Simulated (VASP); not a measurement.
# BeS (hm.bB) (F-43m) in VASP: single point with PBE

Aim: the single point of BeS (hm.bB) with PBE.

Program: VASP 6.6.1. These are calculated values, not measurements. Logs are shortened: lines on timing, memory, paths and dates and some standing lists are left out, and cuts for length are marked.

**1. The cell of the first run**

It takes space group F-43m (No. 216, cubic). Conventional cell: a = 4.876 Å, b = 4.876 Å, c = 4.876 Å, α = 90.00°, β = 90.00°, γ = 90.00°. Within 2.8 Å of Be (site symmetry -43m) lie 4 S at 2.11 Å. S (site symmetry -43m) has 4 Be at 2.11 Å within 2.8 Å.

**2. Single point, PBE**

Input file INCAR:

```
SYSTEM = BeS
  ALGO = Normal
  EDIFF = 1E-6
  ENCUT = 600
  GGA = PE
  GGA_COMPAT = .FALSE.
  ISIF = 2
  ISMEAR = 0
  LASPH = .TRUE.
  LCHARG = .FALSE.
  LREAL = .FALSE.
  LWAVE = .FALSE.
  NBANDS = 11
  NELM = 120
  PREC = Accurate
  SIGMA = 0.02
```

Input file KPOINTS:

```
k-points
0
G
  8 8 8
  0 0 0
```

Input file POSCAR:

```
BeS
1.0
    0.0000000000      2.4378857739      2.4378857739
    2.4378857739      0.0000000000      2.4378857739
    2.4378857739      2.4378857739      0.0000000000
Be S
1 1
Direct
    0.0000000000      0.0000000000      0.0000000000
    0.2500000000      0.2500000000      0.2500000000
```

Potentials or basis: VASP PAW PBE potentials, release 64 (Be, S).

Launch:

```
$ cat potpaw_PBE.64/Be/POTCAR potpaw_PBE.64/S/POTCAR > POTCAR
$ mpirun -np 1 vasp_std > vasp.out
```

OUTCAR:

```text
SYSTEM = BeS
   EDIFF = 1E-6
   ENCUT = 600
   GGA = PE
   ISIF = 2
   ISMEAR = 0
   LASPH = .TRUE.
   LREAL = .FALSE.
   NELM = 120
   PREC = Accurate

 ion  position               nearest neighbor table
   1  0.000  0.000  0.000-   2 2.11   2 2.11   2 2.11   2 2.11
   2  0.250  0.250  0.250-   1 2.11   1 2.11   1 2.11   1 2.11

  LATTYP: Found a face centered cubic cell.
 ALAT       =     4.8757715478

  Lattice vectors:

 A1 = (   0.0000000000,   2.4378857739,   2.4378857739)
 A2 = (   2.4378857739,   0.0000000000,   2.4378857739)
 A3 = (   2.4378857739,   2.4378857739,   0.0000000000)

Analysis of symmetry for initial positions (statically):
=====================================================================
 Subroutine PRICEL returns:
 Original cell was already a primitive cell.

 Routine SETGRP: Setting up the symmetry group for a
 face centered cubic supercell.

 Subroutine GETGRP returns: Found 24 space group operations
 (whereof 24 operations were pure point group operations)
 out of a pool of 48 trial point group operations.

The static configuration has the point symmetry T_d .

Analysis of symmetry for dynamics (positions and initial velocities):
=====================================================================
 Subroutine PRICEL returns:
 Original cell was already a primitive cell.

 Routine SETGRP: Setting up the symmetry group for a
 face centered cubic supercell.

 Subroutine GETGRP returns: Found 24 space group operations
 (whereof 24 operations were pure point group operations)
 out of a pool of 48 trial point group operations.

The dynamic configuration has the point symmetry T_d .

 Subroutine INISYM returns: Found 24 space group operations
 (whereof 24 operations are pure point group operations),
 and found     1 'primitive' translations

----------------------------------------------------------------------------------------

                                     Primitive cell

  volume of cell :      28.9781

  direct lattice vectors                    reciprocal lattice vectors
     0.000000000  2.437885774  2.437885774    -0.205095745  0.205095745  0.205095745
     2.437885774  0.000000000  2.437885774     0.205095745 -0.205095745  0.205095745
     2.437885774  2.437885774  0.000000000     0.205095745  0.205095745 -0.205095745

  length of vectors
     3.447691125  3.447691125  3.447691125     0.355236251  0.355236251  0.355236251

  position of ions in fractional coordinates (direct lattice)
     0.000000000  0.000000000  0.000000000
     0.250000000  0.250000000  0.250000000

  ion indices of the primitive-cell ions
   primitive index   ion index
                 1           1
                 2           2

----------------------------------------------------------------------------------------

 KPOINTS: k-points

Automatic generation of k-mesh.
 Grid dimensions read from file:
 generate k-points for:    8    8    8

 Generating k-lattice:

  Cartesian coordinates                     Fractional coordinates (reciprocal lattice)
    -0.025636968  0.025636968  0.025636968     0.125000000  0.000000000  0.000000000
     0.025636968 -0.025636968  0.025636968     0.000000000  0.125000000  0.000000000
     0.025636968  0.025636968 -0.025636968     0.000000000  0.000000000  0.125000000

  Length of vectors
     0.044404531  0.044404531  0.044404531

  Shift w.r.t. Gamma in fractional coordinates (k-lattice)
     0.000000000  0.000000000  0.000000000

 Subroutine IBZKPT returns following result:
 ===========================================

 Found     29 irreducible k-points:

 Following reciprocal coordinates:
            Coordinates               Weight
  0.000000  0.000000  0.000000      1.000000
  0.125000  0.000000  0.000000      8.000000
  0.250000  0.000000  0.000000      8.000000
  0.375000  0.000000  0.000000      8.000000
  0.500000  0.000000  0.000000      4.000000
  0.125000  0.125000  0.000000      6.000000
[... 16 lines left out ...]
  0.500000  0.250000  0.125000     48.000000
 -0.375000  0.250000  0.125000     24.000000
 [... further k-points ...]
   k-points           NKPTS =     29   k-points in BZ     NKDIM =     29   number of bands    NBANDS=     11
   number of dos      NEDOS =    301   number of ions     NIONS =      2
   total plane-waves  NPLWV =  21952
   dimension x,y,z NGX =    28 NGY =   28 NGZ =   28
   dimension x,y,z NGXF=    56 NGYF=   56 NGZF=   56
   ions per type =               1   1
   NGX,Y,Z   is equivalent  to a cutoff of  13.50, 13.50, 13.50 a.u.
   NGXF,Y,Z  is equivalent  to a cutoff of  27.00, 27.00, 27.00 a.u.
 SYSTEM =  BeS
   PREC   = accura    normal or accurate (medium, high low for compatibility)
   ISTART =      0    job   : 0-new  1-cont  2-samecut
   ICHARG =      2    charge: 1-file 2-atom 10-const
   ISPIN  =      1    spin polarized calculation?
   LNONCOLLINEAR =      F non collinear calculations
   LSORBIT =      F    spin-orbit coupling
   LASPH  =      T    aspherical Exc in radial PAW
   ENCUT  =  600.0 eV  44.10 Ry    6.64 a.u.   6.89  6.89  6.89*2*pi/ulx,y,z
   NELM   =    120;   NELMIN=  2; NELMDL= -5     # of ELM steps
   EDIFF  = 0.1E-05   stopping-criterion for ELM
   LREAL  =      F    real-space projection
   EDIFFG = 0.1E-04   stopping-criterion for IOM
   NSW    =      0    number of steps for IOM
   IBRION =     -1    ionic relax: 0-MD 1-quasi-New 2-CG
   NFREE  =      0    steps in history (QN), initial steepest desc. (CG)
   ISIF   =      2    stress and relaxation
   ISYM   =      2    0-nonsym 1-usesym 2-fastsym
   POTIM  = 0.5000    time-step for ionic-motion
   TEBEG  =    0.0;   TEEND  =   0.0 temperature during run
   PSTRESS=    0.0 pullay stress
   NELECT =       8.0000    total number of electrons
   NUPDOWN=      -1.0000    fix difference up-down
   EMIN   =  10.00;   EMAX   =-10.00  energy-range for DOS
   EFERMI =   0.00;   METHOD = LEGACY
   ISMEAR =     0;   SIGMA  =   0.02  broadening in eV -4-tet -1-fermi 0-gaus
   EFERMI_NEDOS =   21; number of points for ismear=-14 and -15
   IALGO  =     38    algorithm
   IMIX   =      4    mixing-type and parameters
     AMIX     =   0.40;   BMIX     =  1.00
     AMIX_MAG =   1.60;   BMIX_MAG =  1.00
  volume/ion in A,a.u.               =      14.49        97.78
  Fermi-wavevector in a.u.,A,eV,Ry     =   1.065978  2.014406 15.460417  1.136309
  Thomas-Fermi vector in A             =   2.201547
   LORBIT       =      0    0 simple, 1 ext, 2 COOP (PROOUT), +10 PAW based schemes
   GGA     = PE    functional components
   LHFCALC =     F    Hartree Fock is set to
   AEXX    =    0.0000 exact exchange contribution
   IVDW    =     0    specifies the selected vdW correction
   LEPSILON=     F    determine dielectric tensor
   LRPA    =     F    only Hartree local field effects (RPA)
 non-spin polarized calculation
 Gauss-broadening in eV      SIGMA  =   0.02
  energy-cutoff  :      600.00
  volume of cell :       28.98
 maximum number of plane-waves:       982
   NGX = 13   NGY = 13   NGZ = 13

 number of electron       7.9999999 magnetization

 Free energy of the ion-electron system (eV)
  ---------------------------------------------------
  ext. energy  EPLUGINS =         0.00000000
  ---------------------------------------------------
  free energy    TOTEN  =       -10.01354618 eV

  energy without entropy =      -10.01354618  energy(sigma->0) =      -10.01354618

 E-fermi :   4.1832     XC(G=0):  -9.6650

 val. band max:        4.0114160559   @ k =   0.0000   0.0000   0.0000
 cond. band min:       7.1574493588   @ k =   0.5000   0.5000   0.0000
 fundamental gap:      3.1460333029
 Fermi energy:         4.1831979949

 k-point     1 :       0.0000    0.0000    0.0000
  band No.  band energies     occupation
      1      -9.5751      2.00000
      2       4.0114      2.00000
      3       4.0114      2.00000
      4       4.0114      2.00000
      5       9.6872      0.00000
      6       9.6872      0.00000
      7       9.6872      0.00000
      8       9.7635      0.00000
      9      16.7938      0.00000
     10      16.7938      0.00000
     11      18.7610      0.00000

 k-point     2 :       0.1250    0.0000    0.0000
  band No.  band energies     occupation
      1      -9.4016      2.00000
      2       2.8287      2.00000
      3       3.8172      2.00000
      4       3.8172      2.00000
      5       9.5804      0.00000
      6      10.0363      0.00000
      7      10.0363      0.00000
      8      11.0673      0.00000
      9      16.1140      0.00000
     10      16.1140      0.00000
     11      18.6411      0.00000

 k-point     3 :       0.2500    0.0000    0.0000
  band No.  band energies     occupation
      1      -8.9243      2.00000
      2       0.7591      2.00000
      3       3.4284      2.00000
      4       3.4284      2.00000
      5       9.5199      0.00000
      6      10.5745      0.00000
      7      10.5745      0.00000
      8      13.1647      0.00000
      9      15.8751      0.00000
     10      15.8751      0.00000
     11      18.1961      0.00000

 k-point     4 :       0.3750    0.0000    0.0000
  band No.  band energies     occupation
      1      -8.3207      2.00000
      2      -0.9682      2.00000
      3       3.1140      2.00000
      4       3.1140      2.00000
      5       9.4592      0.00000
      6      10.6479      0.00000
      7      10.6479      0.00000
      8      14.6987      0.00000
      9      17.2035      0.00000
     10      17.2035      0.00000
     11      18.3234      0.00000
[... 239 lines left out ...]
 k-point    22 :       0.3750    0.2500    0.1250
  band No.  band energies     occupation
      1      -8.5350      2.00000
      2       0.5254      2.00000
      3       1.9119      2.00000
      4       2.9157      2.00000
      5       9.5364      0.00000
      6      11.2606      0.00000
      7      11.4908      0.00000
      8      12.5235      0.00000
      9      15.5509      0.00000
     10      18.3507      0.00000
     11      19.8518      0.00000

 k-point    23 :       0.5000    0.2500    0.1250
  band No.  band energies     occupation
      1      -8.0052      2.00000
      2      -0.6084      2.00000
      3       1.3817      2.00000
      4       2.4545      2.00000
      5      10.0067      0.00000
      6      10.8105      0.00000
      7      12.4199      0.00000
      8      13.2501      0.00000
      9      16.5671      0.00000
     10      18.3177      0.00000
     11      20.3659      0.00000

 k-point    24 :      -0.3750    0.2500    0.1250
  band No.  band energies     occupation
      1      -7.7403      2.00000
      2      -1.1485      2.00000
      3       1.2861      2.00000
      4       2.2146      2.00000
      5      10.1182      0.00000
      6      10.5622      0.00000
      7      13.0759      0.00000
      8      14.4567      0.00000
      9      15.4029      0.00000
     10      19.2416      0.00000
     11      19.8658      0.00000

 [... further k-points ...]

------------------------ aborting loop because EDIFF is reached ----------------------------------------

  FORCE on cell =-STRESS in cart. coord.  units (eV):
  Direction    XX          YY          ZZ          XY          YZ          ZX
  --------------------------------------------------------------------------------------
  -------------------------------------------------------------------------------------
  Total        0.0116929      0.0116929      0.0116929      0.0000000     -0.0000000     -0.0000000
  in kB        0.6464901      0.6464901      0.6464901      0.0000000     -0.0000000     -0.0000000
  external PRESSURE =       0.6464901 kB  Pullay stress =       0.0000000 kB

 VOLUME and BASIS-vectors are now :
 -----------------------------------------------------------------------------
  energy-cutoff  :      600.00
  volume of cell :       28.98
      direct lattice vectors                 reciprocal lattice vectors
     0.000000000  2.437885774  2.437885774    -0.205095745  0.205095745  0.205095745
     2.437885774  0.000000000  2.437885774     0.205095745 -0.205095745  0.205095745
     2.437885774  2.437885774  0.000000000     0.205095745  0.205095745 -0.205095745

 POSITION                                       TOTAL-FORCE (eV/Angst)
 -----------------------------------------------------------------------------------
      0.00000      0.00000      0.00000        -0.000000     -0.000000     -0.000000
      1.21894      1.21894      1.21894         0.000000      0.000000      0.000000
 -----------------------------------------------------------------------------------
    total drift:                               -0.000000     -0.000000     -0.000000

  FREE ENERGIE OF THE ION-ELECTRON SYSTEM (eV)
  ---------------------------------------------------
  free  energy   TOTEN  =       -10.0135461848 eV

  energy  without entropy=      -10.0135461848  energy(sigma->0) =      -10.01354618
```

Wall time 7 s (1 thread of Intel Xeon Platinum 8375C at 2.90GHz (Ice Lake), shared host); peak memory 0.15 GiB.

What came out:

- Free energy: -10.0135 eV
- Pressure: 0.1 GPa
- Band gap on the k mesh: 3.15 eV, indirect (least direct gap 5.68 eV)

Levels at points of the mesh, in eV from the valence-band top:
| k point | band 2 | band 3 | band 4 | band 5 | band 6 | band 7 |
| --- | --- | --- | --- | --- | --- | --- |
| (0.00, 0.00, 0.00) | 0.00 | 0.00 | 0.00 | 5.68 | 5.68 | 5.68 |
| (0.50, 0.00, 0.00) | -5.69 | -1.01 | -1.01 | 5.42 | 6.57 | 6.57 |
| (0.50, 0.50, 0.00) | -4.94 | -2.59 | -2.59 | 3.15 | 4.93 | 12.65 |
